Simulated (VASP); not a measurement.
# Re (Fm-3m) in VASP: notebook

Runs on Re. Level: LDA. Tasks: single point.

All numbers are computed with VASP 6.6.1; they aren't measurements. Logs are shortened: lines on timing, memory, paths and dates and some standing lists are left out, and cuts for length are marked.

**1. The cell of the first run**

It takes space group Fm-3m (No. 225, cubic). Conventional cell: a = 3.808 Å, b = 3.808 Å, c = 3.808 Å, α = 90.00°, β = 90.00°, γ = 90.00°. Re (site symmetry m-3m) has 12 Re at 2.69 Å within 3.6 Å.

This isn't the form of Re at room conditions, which is hcp.

**2. Single point, LDA (13.81 Å³/atom)**

Contents of INCAR:

```
SYSTEM = Re
  PREC = Accurate
  ENCUT = 560
  EDIFF = 1E-6
  ISMEAR = -1
  SIGMA = 0.1
  LREAL = .FALSE.
  LASPH = .TRUE.
  NELM = 120
  ALGO = Normal
  ISIF = 2
  LWAVE = .FALSE.
  LCHARG = .FALSE.
  GGA = CA
  NBANDS = 14
  GGA_COMPAT = .FALSE.
```

Contents of KPOINTS:

```
Automatic mesh
0
G
  16 16 16
  0 0 0
```

Contents of POSCAR:

```
Re
1.0
    0.0000000000      1.9040840424      1.9040840424
    1.9040840424      0.0000000000      1.9040840424
    1.9040840424      1.9040840424      0.0000000000
Re
1
Direct
    0.0000000000      0.0000000000      0.0000000000
```

Potentials or basis: VASP PAW LDA potentials, release 64 (Re_sv_GW).

Launch:

```
> cat potpaw_LDA.64/Re_sv_GW/POTCAR > POTCAR
> mpirun -np 1 vasp_std > vasp.out
```

OUTCAR:

```text
SYSTEM = Re
   PREC = Accurate
   ENCUT = 560
   EDIFF = 1E-6
   ISMEAR = -1
   LREAL = .FALSE.
   LASPH = .TRUE.
   NELM = 120
   ISIF = 2
   GGA = CA

 ion  position               nearest neighbor table
   1  0.000  0.000  0.000-

  LATTYP: Found a face centered cubic cell.
 ALAT       =     3.8081680848

  Lattice vectors:

 A1 = (   0.0000000000,   1.9040840424,   1.9040840424)
 A2 = (   1.9040840424,   0.0000000000,   1.9040840424)
 A3 = (   1.9040840424,   1.9040840424,   0.0000000000)

Analysis of symmetry for initial positions (statically):
=====================================================================
 Subroutine PRICEL returns:
 Original cell was already a primitive cell.

 Routine SETGRP: Setting up the symmetry group for a
 face centered cubic supercell.

 Subroutine GETGRP returns: Found 48 space group operations
 (whereof 48 operations were pure point group operations)
 out of a pool of 48 trial point group operations.

The static configuration has the point symmetry O_h .

Analysis of symmetry for dynamics (positions and initial velocities):
=====================================================================
 Subroutine PRICEL returns:
 Original cell was already a primitive cell.

 Routine SETGRP: Setting up the symmetry group for a
 face centered cubic supercell.

 Subroutine GETGRP returns: Found 48 space group operations
 (whereof 48 operations were pure point group operations)
 out of a pool of 48 trial point group operations.

The dynamic configuration has the point symmetry O_h .

 Subroutine INISYM returns: Found 48 space group operations
 (whereof 48 operations are pure point group operations),
 and found     1 'primitive' translations

----------------------------------------------------------------------------------------

                                     Primitive cell

  volume of cell :      13.8067

  direct lattice vectors                    reciprocal lattice vectors
     0.000000000  1.904084042  1.904084042    -0.262593451  0.262593451  0.262593451
     1.904084042  0.000000000  1.904084042     0.262593451 -0.262593451  0.262593451
     1.904084042  1.904084042  0.000000000     0.262593451  0.262593451 -0.262593451

  length of vectors
     2.692781477  2.692781477  2.692781477     0.454825199  0.454825199  0.454825199

  position of ions in fractional coordinates (direct lattice)
     0.000000000  0.000000000  0.000000000

  ion indices of the primitive-cell ions
   primitive index   ion index
                 1           1

----------------------------------------------------------------------------------------

 KPOINTS: Automatic mesh

Automatic generation of k-mesh.
 Grid dimensions read from file:
 generate k-points for:   16   16   16

 Generating k-lattice:

  Cartesian coordinates                     Fractional coordinates (reciprocal lattice)
    -0.016412091  0.016412091  0.016412091     0.062500000  0.000000000  0.000000000
     0.016412091 -0.016412091  0.016412091     0.000000000  0.062500000  0.000000000
     0.016412091  0.016412091 -0.016412091     0.000000000  0.000000000  0.062500000

  Length of vectors
     0.028426575  0.028426575  0.028426575

  Shift w.r.t. Gamma in fractional coordinates (k-lattice)
     0.000000000  0.000000000  0.000000000

 Subroutine IBZKPT returns following result:
 ===========================================

 Found    145 irreducible k-points:

 Following reciprocal coordinates:
            Coordinates               Weight
  0.000000  0.000000  0.000000      1.000000
  0.062500  0.000000  0.000000      8.000000
  0.125000  0.000000  0.000000      8.000000
  0.187500  0.000000  0.000000      8.000000
  0.250000  0.000000  0.000000      8.000000
  0.312500  0.000000  0.000000      8.000000
[... 16 lines left out ...]
 -0.125000  0.062500  0.000000     24.000000
 -0.062500  0.062500  0.000000     12.000000
 [... further k-points ...]
   k-points           NKPTS =    145   k-points in BZ     NKDIM =    145   number of bands    NBANDS=     14
   number of dos      NEDOS =    301   number of ions     NIONS =      1
   total plane-waves  NPLWV =  13824
   dimension x,y,z NGX =    24 NGY =   24 NGZ =   24
   dimension x,y,z NGXF=    48 NGYF=   48 NGZF=   48
   ions per type =               1
   NGX,Y,Z   is equivalent  to a cutoff of  14.82, 14.82, 14.82 a.u.
   NGXF,Y,Z  is equivalent  to a cutoff of  29.63, 29.63, 29.63 a.u.
 SYSTEM =  Re
   PREC   = accura    normal or accurate (medium, high low for compatibility)
   ISTART =      0    job   : 0-new  1-cont  2-samecut
   ICHARG =      2    charge: 1-file 2-atom 10-const
   ISPIN  =      1    spin polarized calculation?
   LNONCOLLINEAR =      F non collinear calculations
   LSORBIT =      F    spin-orbit coupling
   LASPH  =      T    aspherical Exc in radial PAW
   ENCUT  =  560.0 eV  41.16 Ry    6.42 a.u.   5.20  5.20  5.20*2*pi/ulx,y,z
   NELM   =    120;   NELMIN=  2; NELMDL= -5     # of ELM steps
   EDIFF  = 0.1E-05   stopping-criterion for ELM
   LREAL  =      F    real-space projection
   EDIFFG = 0.1E-04   stopping-criterion for IOM
   NSW    =      0    number of steps for IOM
   IBRION =     -1    ionic relax: 0-MD 1-quasi-New 2-CG
   NFREE  =      0    steps in history (QN), initial steepest desc. (CG)
   ISIF   =      2    stress and relaxation
   ISYM   =      2    0-nonsym 1-usesym 2-fastsym
   POTIM  = 0.5000    time-step for ionic-motion
   TEBEG  =    0.0;   TEEND  =   0.0 temperature during run
   PSTRESS=    0.0 pullay stress
   NELECT =      15.0000    total number of electrons
   NUPDOWN=      -1.0000    fix difference up-down
   EMIN   =  10.00;   EMAX   =-10.00  energy-range for DOS
   EFERMI =   0.00;   METHOD = LEGACY
   ISMEAR =    -1;   SIGMA  =   0.10  broadening in eV -4-tet -1-fermi 0-gaus
   EFERMI_NEDOS =   21; number of points for ismear=-14 and -15
   IALGO  =     38    algorithm
   IMIX   =      4    mixing-type and parameters
     AMIX     =   0.40;   BMIX     =  1.00
     AMIX_MAG =   1.60;   BMIX_MAG =  1.00
  volume/ion in A,a.u.               =      13.81        93.17
  Fermi-wavevector in a.u.,A,eV,Ry     =   1.682968  3.180348 38.536878  2.832381
  Thomas-Fermi vector in A             =   2.766252
   LORBIT       =      0    0 simple, 1 ext, 2 COOP (PROOUT), +10 PAW based schemes
   GGA     = CA    functional components
   LHFCALC =     F    Hartree Fock is set to
   AEXX    =    0.0000 exact exchange contribution
   IVDW    =     0    specifies the selected vdW correction
   LEPSILON=     F    determine dielectric tensor
   LRPA    =     F    only Hartree local field effects (RPA)
 non-spin polarized calculation
  energy-cutoff  :      560.00
  volume of cell :       13.81
 maximum number of plane-waves:       431
 NGX is ok and might be reduce to    24
   NGX = 11   NGY = 11   NGZ = 11

 number of electron      15.0000000 magnetization

 Free energy of the ion-electron system (eV)
  ---------------------------------------------------
  ext. energy  EPLUGINS =         0.00000000
  ---------------------------------------------------
  free energy    TOTEN  =       -15.28768912 eV

  energy without entropy =      -15.26326323  energy(sigma->0) =      -15.27547617

 E-fermi :  14.1779     XC(G=0): -14.8033

 val. band max:       14.1707485688   @ k =  -0.2500   0.3125   0.0625
 cond. band min:      14.2232250761   @ k =   0.5000   0.0625   0.0000
 fundamental gap:      0.0524765073
 Fermi energy:        14.1778788777

 k-point     1 :       0.0000    0.0000    0.0000
  band No.  band energies     occupation
      1     -65.5156      2.00000
      2     -26.8609      2.00000
      3     -26.8609      2.00000
      4     -26.8609      2.00000
      5       3.7118      2.00000
      6      12.0680      2.00000
      7      12.0680      2.00000
      8      12.0680      2.00000
      9      15.5614      0.00000
     10      15.5614      0.00000
     11      27.2717      0.00000
     12      33.1370      0.00000
     13      33.1370      0.00000
     14      33.1370      0.00000

 k-point     2 :       0.0625    0.0000    0.0000
  band No.  band energies     occupation
      1     -65.5096      2.00000
      2     -26.9237      2.00000
      3     -26.8688      2.00000
      4     -26.8688      2.00000
      5       3.9115      2.00000
      6      11.9305      2.00000
      7      12.1605      2.00000
      8      12.1605      2.00000
      9      15.4799      0.00000
     10      15.4799      0.00000
     11      27.6570      0.00000
     12      32.3453      0.00000
     13      33.5006      0.00000
     14      33.5006      0.00000

 k-point     3 :       0.1250    0.0000    0.0000
  band No.  band energies     occupation
      1     -65.4924      2.00000
      2     -27.1004      2.00000
      3     -26.8911      2.00000
      4     -26.8911      2.00000
      5       4.4772      2.00000
      6      11.5982      2.00000
      7      12.3906      2.00000
      8      12.3906      2.00000
      9      15.3150      0.00002
     10      15.3150      0.00002
     11      28.6470      0.00000
     12      30.9588      0.00000
     13      34.5476      0.00000
     14      34.5476      0.00000
[... 324 lines left out ...]
 k-point    23 :      -0.1250    0.0625    0.0000
  band No.  band energies     occupation
      1     -65.4798      2.00000
      2     -27.2041      2.00000
      3     -26.9496      2.00000
      4     -26.8895      2.00000
      5       4.8949      2.00000
      6      11.3296      2.00000
      7      12.5606      2.00000
      8      12.5754      2.00000
      9      14.8309      0.00291
     10      15.6544      0.00000
     11      29.3200      0.00000
     12      30.6209      0.00000
     13      34.3449      0.00000
     14      35.8226      0.00000

 k-point    24 :      -0.0625    0.0625    0.0000
  band No.  band energies     occupation
      1     -65.4999      2.00000
      2     -27.0115      2.00000
      3     -26.9048      2.00000
      4     -26.8713      2.00000
      5       4.2348      2.00000
      6      11.6927      2.00000
      7      12.2887      2.00000
      8      12.3532      2.00000
      9      15.1637      0.00010
     10      15.5698      0.00000
     11      28.2644      0.00000
     12      31.6682      0.00000
     13      33.5291      0.00000
     14      34.3614      0.00000

 [... further k-points ...]
[... 5 lines left out ...]
  --------------------------------------------------------------------------------------
  -------------------------------------------------------------------------------------
  Total        1.5743260      1.5743260      1.5743260      0.0000000      0.0000000      0.0000000
  in kB      182.6909022    182.6909022    182.6909022      0.0000000      0.0000000      0.0000000
  external PRESSURE =     182.6909022 kB  Pullay stress =       0.0000000 kB

 VOLUME and BASIS-vectors are now :
 -----------------------------------------------------------------------------
  energy-cutoff  :      560.00
  volume of cell :       13.81
      direct lattice vectors                 reciprocal lattice vectors
     0.000000000  1.904084042  1.904084042    -0.262593451  0.262593451  0.262593451
     1.904084042  0.000000000  1.904084042     0.262593451 -0.262593451  0.262593451
     1.904084042  1.904084042  0.000000000     0.262593451  0.262593451 -0.262593451

 POSITION                                       TOTAL-FORCE (eV/Angst)
 -----------------------------------------------------------------------------------
      0.00000      0.00000      0.00000         0.000000      0.000000      0.000000
 -----------------------------------------------------------------------------------
    total drift:                                0.000000     -0.000000     -0.000000

  FREE ENERGIE OF THE ION-ELECTRON SYSTEM (eV)
  ---------------------------------------------------
  free  energy   TOTEN  =       -15.2876891214 eV

  energy  without entropy=      -15.2632632283  energy(sigma->0) =      -15.27547617
```

It took 34 s on 1 thread of Intel Xeon Platinum 8259CL at 2.50GHz (Skylake/Cascade Lake), shared host; peak memory 0.16 GiB.

Results:

- Free energy: -15.2877 eV
- Pressure: 18.3 GPa
- Band gap on the k mesh: zero (an odd number of electrons rules out a gap without spin polarisation)

Levels at points of the mesh, in eV from the Fermi level:
| k point | band 6 | band 7 | band 8 | band 9 | band 10 | band 11 |
| --- | --- | --- | --- | --- | --- | --- |
| (0.00, 0.00, 0.00) | -2.11 | -2.11 | -2.11 | 1.38 | 1.38 | 13.09 |
| (0.50, 0.00, 0.00) | -2.36 | -2.36 | 0.51 | 4.22 | 4.22 | 10.98 |
| (0.50, 0.50, 0.00) | -6.49 | 3.26 | 4.17 | 5.07 | 5.07 | 12.59 |

Caveat: the cell stands under pressure; spin-orbit coupling is left out, which moves the levels of the heavy elements.

(Part 1 of 3 ends here.)

The gap in the log of VASP goes by the Fermi energy; the results here count the filled bands.